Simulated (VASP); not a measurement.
Write the native input for VASP 6.6.1 that does the following.

* Task: single point
* Functional: PBEsol
* Potentials or basis: VASP PAW PBE potentials, release 64 (Li_sv, Mg)
* Cutoff: 520 eV
* k mesh: 16 × 16 × 10
* Occupations: gaussian, width 0.15 eV
* Spin: no spin polarisation
* Dipole correction: no
* Further INCAR settings: ALGO = Fast; EDIFF = 1e-06; NBANDS = 10

The structure of LiMg lies in POSCAR:

```
LiMg
1.0
    1.7246181000     -2.4619485100      0.0000000000
    1.7246181000      2.4619485100      0.0000000000
    0.0000000000      0.0000000000      5.0350654930
Li Mg
1 1
Direct
    0.0000000000      0.0000000000      0.0000000000
    0.5000000000      0.5000000000      0.5000000000
```

This cell differs from its parent crystal: strain +0.000 along x and y, +0.030 along z.

These files were run (other wordings do the same):

INCAR

```
PREC = Accurate
ENCUT = 520
EDIFF = 1E-6
ISMEAR = 0
SIGMA = 0.15
LREAL = False
LASPH = True
NELM = 60
ALGO = Fast
ISIF = 2
LWAVE = False
LCHARG = False
GGA = PS
NBANDS = 10
```

KPOINTS

```
regular mesh
0
Gamma
  16 16 10
```

Potentials or basis: VASP PAW PBE potentials, release 64 (Li_sv, Mg).

The run is started by

```sh
$ cat potpaw_PBE.64/Li_sv/POTCAR potpaw_PBE.64/Mg/POTCAR > POTCAR
$ mpirun -np 1 vasp_std > vasp.out
```

Wall time 53 s on 1 thread of Intel(R) Xeon(R) 6975P-C (Granite Rapids) (shared host), peak memory 0.31 GiB.
